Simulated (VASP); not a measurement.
# CdTe in VASP: notebook

CdTe is run at these levels: PBE, r2SCAN; tasks: single point.

Everything below comes from runs of VASP 6.6.1. Logs are shortened: lines on timing, memory, paths and dates and some standing lists are left out, and cuts for length are marked.

## 1. The cell of the first run

The structure is cubic, space group F-43m (No. 216). The conventional cell has a = 6.832 Å, b = 6.832 Å, c = 6.832 Å, α = 90.00°, β = 90.00°, γ = 90.00°. Within 3.9 Å of Cd (site symmetry -43m) lie 4 Te at 2.96 Å. Te (site symmetry -43m) has 4 Cd at 2.96 Å within 3.9 Å.

## 2. Single point, PBE (39.86 Å³/atom)

The input, INCAR:

```
SYSTEM = CdTe
ALGO = Normal ; EDIFF = 1E-6
ENCUT = 520 ; GGA = PE
ISIF = 2 ; ISMEAR = 0
LASPH = .TRUE. ; LCHARG = .TRUE.
LELF = .TRUE. ; LREAL = .FALSE.
LVHAR = .TRUE. ; LWAVE = .FALSE.
NBANDS = 16 ; NELM = 80
PREC = Accurate ; SIGMA = 0.05
```

The input, KPOINTS:

```
k-points
0
G
  10 10 10
  0 0 0
```

The input, POSCAR:

```
CdTe
1.0
    0.0000000000      3.4159070937      3.4159070937
    3.4159070937      0.0000000000      3.4159070937
    3.4159070937      3.4159070937      0.0000000000
Cd Te
1 1
Direct
    0.0000000000      0.0000000000      0.0000000000
    0.2500000000      0.2500000000      0.2500000000
```

Potentials or basis: VASP PAW PBE potentials, release 64 (Cd, Te).

Launch:

```
$ cat potpaw_PBE.64/Cd/POTCAR potpaw_PBE.64/Te/POTCAR > POTCAR
$ mpirun -np 1 vasp_std > vasp.out
```

OUTCAR:

```text
SYSTEM = CdTe
   EDIFF = 1E-6
   ENCUT = 520
   GGA = PE
   ISIF = 2
   ISMEAR = 0
   LASPH = .TRUE.
   LREAL = .FALSE.
   NELM = 80
   PREC = Accurate

 ion  position               nearest neighbor table
   1  0.000  0.000  0.000-   2 2.96   2 2.96   2 2.96   2 2.96
   2  0.250  0.250  0.250-   1 2.96   1 2.96   1 2.96   1 2.96

  LATTYP: Found a face centered cubic cell.
 ALAT       =     6.8318141874

  Lattice vectors:

 A1 = (   0.0000000000,   3.4159070937,   3.4159070937)
 A2 = (   3.4159070937,   0.0000000000,   3.4159070937)
 A3 = (   3.4159070937,   3.4159070937,   0.0000000000)

Analysis of symmetry for initial positions (statically):
=====================================================================
 Subroutine PRICEL returns:
 Original cell was already a primitive cell.

 Routine SETGRP: Setting up the symmetry group for a
 face centered cubic supercell.

 Subroutine GETGRP returns: Found 24 space group operations
 (whereof 24 operations were pure point group operations)
 out of a pool of 48 trial point group operations.

The static configuration has the point symmetry T_d .

Analysis of symmetry for dynamics (positions and initial velocities):
=====================================================================
 Subroutine PRICEL returns:
 Original cell was already a primitive cell.

 Routine SETGRP: Setting up the symmetry group for a
 face centered cubic supercell.

 Subroutine GETGRP returns: Found 24 space group operations
 (whereof 24 operations were pure point group operations)
 out of a pool of 48 trial point group operations.

The dynamic configuration has the point symmetry T_d .

 Subroutine INISYM returns: Found 24 space group operations
 (whereof 24 operations are pure point group operations),
 and found     1 'primitive' translations

----------------------------------------------------------------------------------------

                                     Primitive cell

  volume of cell :      79.7165

  direct lattice vectors                    reciprocal lattice vectors
     0.000000000  3.415907094  3.415907094    -0.146374004  0.146374004  0.146374004
     3.415907094  0.000000000  3.415907094     0.146374004 -0.146374004  0.146374004
     3.415907094  3.415907094  0.000000000     0.146374004  0.146374004 -0.146374004

  length of vectors
     4.830822140  4.830822140  4.830822140     0.253527213  0.253527213  0.253527213

  position of ions in fractional coordinates (direct lattice)
     0.000000000  0.000000000  0.000000000
     0.250000000  0.250000000  0.250000000

  ion indices of the primitive-cell ions
   primitive index   ion index
                 1           1
                 2           2

----------------------------------------------------------------------------------------

 KPOINTS: k-points

Automatic generation of k-mesh.
 Grid dimensions read from file:
 generate k-points for:   10   10   10

 Generating k-lattice:

  Cartesian coordinates                     Fractional coordinates (reciprocal lattice)
    -0.014637400  0.014637400  0.014637400     0.100000000  0.000000000  0.000000000
     0.014637400 -0.014637400  0.014637400     0.000000000  0.100000000  0.000000000
     0.014637400  0.014637400 -0.014637400     0.000000000  0.000000000  0.100000000

  Length of vectors
     0.025352721  0.025352721  0.025352721

  Shift w.r.t. Gamma in fractional coordinates (k-lattice)
     0.000000000  0.000000000  0.000000000

 Subroutine IBZKPT returns following result:
 ===========================================

 Found     47 irreducible k-points:

 Following reciprocal coordinates:
            Coordinates               Weight
  0.000000  0.000000  0.000000      1.000000
  0.100000  0.000000  0.000000      8.000000
  0.200000  0.000000  0.000000      8.000000
  0.300000  0.000000  0.000000      8.000000
  0.400000  0.000000  0.000000      8.000000
  0.500000  0.000000  0.000000      4.000000
[... 16 lines left out ...]
  0.300000  0.300000  0.000000      6.000000
  0.400000  0.300000  0.000000     24.000000
 [... further k-points ...]
   k-points           NKPTS =     47   k-points in BZ     NKDIM =     47   number of bands    NBANDS=     16
   number of dos      NEDOS =    301   number of ions     NIONS =      2
   total plane-waves  NPLWV =  46656
   dimension x,y,z NGX =    36 NGY =   36 NGZ =   36
   dimension x,y,z NGXF=    72 NGYF=   72 NGZF=   72
   ions per type =               1   1
   NGX,Y,Z   is equivalent  to a cutoff of  12.39, 12.39, 12.39 a.u.
   NGXF,Y,Z  is equivalent  to a cutoff of  24.78, 24.78, 24.78 a.u.
 SYSTEM =  CdTe
   PREC   = accura    normal or accurate (medium, high low for compatibility)
   ISTART =      0    job   : 0-new  1-cont  2-samecut
   ICHARG =      2    charge: 1-file 2-atom 10-const
   ISPIN  =      1    spin polarized calculation?
   LNONCOLLINEAR =      F non collinear calculations
   LSORBIT =      F    spin-orbit coupling
   LASPH  =      T    aspherical Exc in radial PAW
   ENCUT  =  520.0 eV  38.22 Ry    6.18 a.u.   8.98  8.98  8.98*2*pi/ulx,y,z
   NELM   =     80;   NELMIN=  2; NELMDL= -5     # of ELM steps
   EDIFF  = 0.1E-05   stopping-criterion for ELM
   LREAL  =      F    real-space projection
   EDIFFG = 0.1E-04   stopping-criterion for IOM
   NSW    =      0    number of steps for IOM
   IBRION =     -1    ionic relax: 0-MD 1-quasi-New 2-CG
   NFREE  =      0    steps in history (QN), initial steepest desc. (CG)
   ISIF   =      2    stress and relaxation
   ISYM   =      2    0-nonsym 1-usesym 2-fastsym
   POTIM  = 0.5000    time-step for ionic-motion
   TEBEG  =    0.0;   TEEND  =   0.0 temperature during run
   PSTRESS=    0.0 pullay stress
   NELECT =      18.0000    total number of electrons
   NUPDOWN=      -1.0000    fix difference up-down
   EMIN   =  10.00;   EMAX   =-10.00  energy-range for DOS
   EFERMI =   0.00;   METHOD = LEGACY
   ISMEAR =     0;   SIGMA  =   0.05  broadening in eV -4-tet -1-fermi 0-gaus
   EFERMI_NEDOS =   21; number of points for ismear=-14 and -15
   IALGO  =     38    algorithm
   IMIX   =      4    mixing-type and parameters
     AMIX     =   0.40;   BMIX     =  1.00
     AMIX_MAG =   1.60;   BMIX_MAG =  1.00
  volume/ion in A,a.u.               =      39.86       268.98
  Fermi-wavevector in a.u.,A,eV,Ry     =   0.996895  1.883859 13.521477  0.993801
  Thomas-Fermi vector in A             =   2.129015
   LORBIT       =      0    0 simple, 1 ext, 2 COOP (PROOUT), +10 PAW based schemes
   GGA     = PE    functional components
   LHFCALC =     F    Hartree Fock is set to
   AEXX    =    0.0000 exact exchange contribution
   IVDW    =     0    specifies the selected vdW correction
   LEPSILON=     F    determine dielectric tensor
   LRPA    =     F    only Hartree local field effects (RPA)
 non-spin polarized calculation
 Gauss-broadening in eV      SIGMA  =   0.05
  energy-cutoff  :      520.00
  volume of cell :       79.72
 maximum number of plane-waves:      2166
   NGX = 17   NGY = 17   NGZ = 17

 number of electron      17.9999999 magnetization

 Free energy of the ion-electron system (eV)
  ---------------------------------------------------
  ext. energy  EPLUGINS =         0.00000000
  ---------------------------------------------------
  free energy    TOTEN  =        -4.75071583 eV

  energy without entropy =       -4.75071582  energy(sigma->0) =       -4.75071583

 E-fermi :   1.2069     XC(G=0):  -7.9041

 val. band max:        1.0465000753   @ k =   0.0000   0.0000   0.0000
 cond. band min:       1.3589743701   @ k =   0.0000   0.0000   0.0000
 fundamental gap:      0.3124742948
 Fermi energy:         1.2069474354

 k-point     1 :       0.0000    0.0000    0.0000
  band No.  band energies     occupation
      1      -9.3493      2.00000
      2      -6.8183      2.00000
      3      -6.8183      2.00000
      4      -6.8183      2.00000
      5      -6.6572      2.00000
      6      -6.6572      2.00000
[... 8 lines left out ...]
     15      10.1198      0.00000
     16      10.1198      0.00000

 k-point     2 :       0.1000    0.0000    0.0000
  band No.  band energies     occupation
      1      -9.3236      2.00000
      2      -6.8138      2.00000
      3      -6.8138      2.00000
      4      -6.7948      2.00000
      5      -6.6574      2.00000
      6      -6.6574      2.00000
[... 8 lines left out ...]
     15       9.6841      0.00000
     16       9.6841      0.00000

 k-point     3 :       0.2000    0.0000    0.0000
  band No.  band energies     occupation
      1      -9.2566      2.00000
      2      -6.8028      2.00000
      3      -6.8028      2.00000
      4      -6.7223      2.00000
      5      -6.6575      2.00000
      6      -6.6575      2.00000
[... 8 lines left out ...]
     15       9.3491      0.00000
     16       9.3491      0.00000

 k-point     4 :       0.3000    0.0000    0.0000
  band No.  band energies     occupation
      1      -9.1744      2.00000
      2      -6.7905      2.00000
      3      -6.7905      2.00000
      4      -6.6559      2.00000
      5      -6.6559      2.00000
      6      -6.6046      2.00000
[... 8 lines left out ...]
     15       9.5356      0.00000
     16       9.5356      0.00000
[... 324 lines left out ...]
 k-point    22 :      -0.2000    0.2000    0.0000
  band No.  band energies     occupation
      1      -9.1469      2.00000
      2      -6.7848      2.00000
      3      -6.7766      2.00000
      4      -6.6624      2.00000
      5      -6.6594      2.00000
      6      -6.5651      2.00000
[... 8 lines left out ...]
     15      10.1927      0.00000
     16      10.8156      0.00000

 k-point    23 :       0.3000    0.3000    0.0000
  band No.  band energies     occupation
      1      -9.1188      2.00000
      2      -6.7560      2.00000
      3      -6.7560      2.00000
      4      -6.6979      2.00000
      5      -6.6445      2.00000
      6      -6.5524      2.00000
[... 8 lines left out ...]
     15      10.8539      0.00000
     16      11.8358      0.00000

 k-point    24 :       0.4000    0.3000    0.0000
  band No.  band energies     occupation
      1      -9.0683      2.00000
      2      -6.7476      2.00000
      3      -6.7439      2.00000
      4      -6.6957      2.00000
      5      -6.6427      2.00000
      6      -6.4584      2.00000
[... 8 lines left out ...]
     15      11.1957      0.00000
     16      12.0076      0.00000

 [... further k-points ...]

------------------------ aborting loop because EDIFF is reached ----------------------------------------

  FORCE on cell =-STRESS in cart. coord.  units (eV):
  Direction    XX          YY          ZZ          XY          YZ          ZX
  --------------------------------------------------------------------------------------
  -------------------------------------------------------------------------------------
  Total       -1.2852564     -1.2852564     -1.2852564      0.0000000     -0.0000000     -0.0000000
  in kB      -25.8316543    -25.8316543    -25.8316543      0.0000000     -0.0000000     -0.0000000
  external PRESSURE =     -25.8316543 kB  Pullay stress =       0.0000000 kB

 VOLUME and BASIS-vectors are now :
 -----------------------------------------------------------------------------
  energy-cutoff  :      520.00
  volume of cell :       79.72
      direct lattice vectors                 reciprocal lattice vectors
     0.000000000  3.415907094  3.415907094    -0.146374004  0.146374004  0.146374004
     3.415907094  0.000000000  3.415907094     0.146374004 -0.146374004  0.146374004
     3.415907094  3.415907094  0.000000000     0.146374004  0.146374004 -0.146374004

 POSITION                                       TOTAL-FORCE (eV/Angst)
 -----------------------------------------------------------------------------------
      0.00000      0.00000      0.00000         0.000000     -0.000000      0.000000
      1.70795      1.70795      1.70795        -0.000000      0.000000     -0.000000
 -----------------------------------------------------------------------------------
    total drift:                               -0.000000     -0.000000     -0.000000

  FREE ENERGIE OF THE ION-ELECTRON SYSTEM (eV)
  ---------------------------------------------------
  free  energy   TOTEN  =        -4.7507158285 eV

  energy  without entropy=       -4.7507158229  energy(sigma->0) =       -4.75071583
```

It took 32 s on 1 thread of AMD EPYC 9R45 (Zen 5), shared host; peak memory 0.2 GiB.

Results:

```yaml
Free_energy: -4.7507 eV
Pressure: -2.6 GPa
Band_gap_on_the_k_mesh: 0.31 eV
```

Levels at points of the mesh, in eV from the valence-band top:
| k point | band 6 | band 7 | band 8 | band 9 | band 10 | band 11 | band 12 | band 13 |
| --- | --- | --- | --- | --- | --- | --- | --- | --- |
| (0.00, 0.00, 0.00) | -7.70 | 0.00 | 0.00 | 0.00 | 0.31 | 4.67 | 4.67 | 4.67 |
| (0.50, 0.00, 0.00) | -7.46 | -3.62 | -0.57 | -0.57 | 1.65 | 5.21 | 5.21 | 6.79 |
| (0.50, 0.50, 0.00) | -7.37 | -3.61 | -1.39 | -1.39 | 2.62 | 2.91 | 8.06 | 8.33 |

Caveat: semilocal functionals underestimate gaps, and a narrow one can read as zero; spin-orbit coupling is left out, which moves the levels of the heavy elements.

## 3. Single point, r2SCAN

This run uses another cell than the first one, of 36.23 Å³/atom.

The input, POSCAR:

```
CdTe
1.0
    0.0000000000      3.3090893088      3.3090893088
    3.3090893088      0.0000000000      3.3090893088
    3.3090893088      3.3090893088      0.0000000000
Cd Te
1 1
Direct
    0.0000000000      0.0000000000      0.0000000000
    0.2500000000      0.2500000000      0.2500000000
```

The input, INCAR.step1:

```
PREC     = Accurate       # precision mode
ENCUT    = 520            # plane-wave cutoff, eV
ISMEAR   = 0              # smearing method
SIGMA    = 0.05           # smearing width, eV
LREAL    = False          # projectors in reciprocal space
LASPH    = True           # aspherical terms in the spheres
NELM     = 100            # most SCF steps
NBANDS   = 16             # bands
GGA      = PE             # functional
ALGO     = Normal         # electronic algorithm
EDIFF    = 1E-4           # SCF threshold, eV
LWAVE    = True           # write WAVECAR
LCHARG   = False          # write CHGCAR
```

The input, INCAR.step2:

```
PREC     = Accurate       # precision mode
ENCUT    = 520            # plane-wave cutoff, eV
EDIFF    = 1E-7           # SCF threshold, eV
ISMEAR   = 0              # smearing method
SIGMA    = 0.05           # smearing width, eV
LREAL    = False          # projectors in reciprocal space
LASPH    = True           # aspherical terms in the spheres
NELM     = 100            # most SCF steps
ALGO     = Normal         # electronic algorithm
ISIF     = 2              # what is computed and relaxed
LWAVE    = False          # write WAVECAR
LCHARG   = True           # write CHGCAR
METAGGA  = R2SCAN         # meta-GGA
LMIXTAU  = True         
LELF     = True           # ELF
LVHAR    = True         
NBANDS   = 16             # bands
ISTART   = 1
```

The input, KPOINTS:

```
Automatic mesh
0
Gamma
  10 10 10
```

Potentials or basis: VASP PAW PBE potentials, release 64 (Cd, Te).

Launch:

```
$ cat potpaw_PBE.64/Cd/POTCAR potpaw_PBE.64/Te/POTCAR > POTCAR
$ cp INCAR.step1 INCAR
$ mpirun -np 1 vasp_std > vasp.out
$ cp INCAR.step2 INCAR
$ mpirun -np 1 vasp_std > vasp.out
```

It took 2.6 min on 1 thread of AMD EPYC 9R45 (Zen 5), shared host; peak memory 0.22 GiB.

It converged, with:

```yaml
Free_energy: -46.6403 eV
Pressure: -1.0 GPa
Band_gap_on_the_k_mesh: 1.07 eV
```

Levels at points of the mesh, in eV from the valence-band top:
```tsv
k point	band 5	band 6	band 7	band 8	band 9	band 10	band 11	band 12	band 13	band 14
(0.00, 0.00, 0.00)	-8.13	-8.13	0.00	0.00	0.00	1.07	5.07	5.07	5.07	7.81
(0.50, 0.00, 0.00)	-8.12	-7.80	-4.14	-0.70	-0.70	2.16	5.61	5.61	7.34	8.98
(0.50, 0.50, 0.00)	-8.10	-7.67	-4.05	-1.70	-1.70	2.98	3.01	9.10	9.49	9.49
```

Caveat: the PAW data sets were made with another functional, which shifts forces and pressure a little; spin-orbit coupling is left out, which moves the levels of the heavy elements.

## 4. Single point, PBE

This run uses another cell than the first one, of 35.51 Å³/atom.

The input, INCAR:

```
  ALGO = Normal
  EDIFF = 1E-7
  ENCUT = 520
  GGA = PE
  ISIF = 2
  ISMEAR = 0
  LASPH = True
  LCHARG = False
  LREAL = False
  LWAVE = False
  NBANDS = 16
  NELM = 60
  PREC = Accurate
  SIGMA = 0.05
```

The input, KPOINTS:

```
k-points
0
Gamma
  10 10 10
```

The input, POSCAR:

```
CdTe
1.0
    0.0000000000      3.3090893088      3.3090893088
    3.2429075226      0.0000000000      3.3090893088
    3.2429075226      3.3090893088      0.0000000000
Cd Te
1 1
Direct
    0.0000000000      0.0000000000      0.0000000000
    0.2500000000      0.2500000000      0.2500000000
```

Launch:

```
$ cat potpaw_PBE.64/Cd/POTCAR potpaw_PBE.64/Te/POTCAR > POTCAR
$ mpirun -np 1 vasp_std > vasp.out
```

Run time: 72 s. Hardware: 1 thread of AMD EPYC 9R45 (Zen 5), shared host; peak memory 0.25 GiB.

The run converged. Its results:

| Property | Result |
| --- | --- |
| Free energy | -4.8076 eV |
| Pressure | 0.9 GPa |
| Band gap on the k mesh | 0.60 eV |

Stress tensor (GPa, compression positive):
```
1.06 0.00 0.00
0.00 0.75 0.00
0.00 0.00 0.75
```

Levels at points of the mesh, in eV from the valence-band top:
| k point | band 7 | band 8 | band 9 | band 10 | band 11 | band 12 |
| --- | --- | --- | --- | --- | --- | --- |
| (0.00, 0.00, 0.00) | -0.06 | -0.06 | 0.00 | 0.60 | 4.59 | 4.59 |
| (0.50, 0.00, 0.00) | -4.23 | -0.80 | -0.71 | 1.73 | 5.11 | 5.22 |
| (0.50, 0.50, 0.00) | -4.17 | -1.75 | -1.72 | 2.68 | 2.68 | 8.52 |
| (0.00, 0.50, 0.50) | -4.08 | -1.82 | -1.82 | 2.53 | 2.61 | 8.67 |

Caveat: semilocal functionals underestimate gaps, and a narrow one can read as zero; spin-orbit coupling is left out, which moves the levels of the heavy elements.

## 5. Single point, PBE

This run uses another cell than the first one, of 35.51 Å³/atom.

The input, INCAR:

```
SYSTEM = CdTe
PREC = Accurate
ENCUT = 520
EDIFF = 1E-7
ISMEAR = 0
SIGMA = 0.05
LREAL = .False.
LASPH = .True.
NELM = 80
ALGO = Normal
ISIF = 2
LWAVE = .False.
LCHARG = .True.
GGA = PE
LELF = .True.
LVHAR = .True.
NBANDS = 16
```

The input, KPOINTS:

```
regular mesh
0
Gamma
  10 10 10
  0 0 0
```

The input, POSCAR:

```
CdTe
1.0
    0.0000000000      3.3090893088      3.2429075226
    3.3090893088      0.0000000000      3.2429075226
    3.3090893088      3.3090893088      0.0000000000
Cd Te
1 1
Direct
    0.0000000000      0.0000000000      0.0000000000
    0.2500000000      0.2500000000      0.2500000000
```

Launch:

```
$ cat potpaw_PBE.64/Cd/POTCAR potpaw_PBE.64/Te/POTCAR > POTCAR
$ mpirun -np 1 vasp_std > vasp.out
```

It took 74 s on 1 thread of AMD EPYC 9R45 (Zen 5), shared host; peak memory 0.26 GiB.

Results (log left out):

```yaml
Free_energy: -4.8076 eV
Pressure: 0.9 GPa
Band_gap_on_the_k_mesh: 0.60 eV
```

Stress tensor (GPa, compression positive):
```
0.75 0.00 0.00
0.00 0.75 0.00
0.00 0.00 1.06
```

Levels at points of the mesh, in eV from the valence-band top:
| k point | band 6 | band 7 | band 8 | band 9 | band 10 | band 11 | band 12 | band 13 |
| --- | --- | --- | --- | --- | --- | --- | --- | --- |
| (0.00, 0.00, 0.00) | -7.96 | -0.06 | -0.06 | 0.00 | 0.60 | 4.59 | 4.59 | 4.59 |
| (0.50, 0.00, 0.00) | -7.64 | -4.23 | -0.80 | -0.71 | 1.73 | 5.11 | 5.22 | 7.00 |
| (0.50, 0.50, 0.00) | -7.49 | -4.08 | -1.82 | -1.82 | 2.53 | 2.61 | 8.67 | 8.87 |
| (0.50, 0.00, 0.50) | -7.52 | -4.17 | -1.75 | -1.72 | 2.68 | 2.68 | 8.52 | 8.80 |

Caveat: semilocal functionals underestimate gaps, and a narrow one can read as zero; spin-orbit coupling is left out, which moves the levels of the heavy elements.

## 6. Overview

```tsv
level	cell	gap on the mesh (eV)	pressure (GPa)
PBE	a = 4.831 Å, angles 60.0°, 2 atoms	0.31	-2.6
r2SCAN	a = 4.680 Å, angles 60.0°, 2 atoms	1.07	-1.0
PBE	a = 4.680, b = 4.633, c = 4.633 Å, angles 60.7, 59.7, 59.7°, 2 atoms	0.60	0.9
PBE	a = 4.633, b = 4.633, c = 4.680 Å, angles 59.7, 59.7, 60.7°, 2 atoms	0.60	0.9
```

Alike in all rows: task single point; potentials or basis VASP PAW PBE potentials, release 64 (Cd, Te); no spin polarisation; k mesh 10 × 10 × 10; cutoff (eV) 520; smearing gaussian 0.05 eV.

Caveats: spin-orbit coupling is left out, which moves the levels of the heavy elements; semilocal functionals underestimate gaps, and a narrow one can read as zero (at least some runs); the PAW data sets were made with another functional, which shifts forces and pressure a little (at least some runs).

Total energies depend on the potentials used, so only differences within one code and one set of settings carry meaning.
